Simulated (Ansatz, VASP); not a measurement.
# One calculation of CaO, two programs

```
CELL_PARAMETERS angstrom
0.00000 2.40356 2.40356
2.40356 0.00000 2.40356
2.40356 2.40356 0.00000
ATOMIC_POSITIONS crystal
Ca 0.00000 0.00000 0.00000
O 0.50000 0.50000 0.50000
```

Alike in both runs: task single point; functional PBE; k mesh 10 × 10 × 10; occupations gaussian, width 0.021 eV; no spin polarisation.

```csv
,VASP,Ansatz
version,VASP 6.6.1,Ansatz 0.2.0
potentials or method,"VASP PAW PBE potentials, release 64 (Ca_sv, O), cutoff 520 eV","all-electron LAPW, scalar-relativistic"
```

Ansatz gave:

* gap on the k mesh at the Fermi level (eV): 3.65
* least direct gap on the mesh (eV): 4.03
* pressure (GPa): 1.6

Which values does VASP return?

gap on the k mesh at the Fermi level (eV): 3.64; least direct gap on the mesh (eV): 4.01; pressure (GPa): 2.2.

Ansatz ran all-electron here, and VASP with PAW potentials.
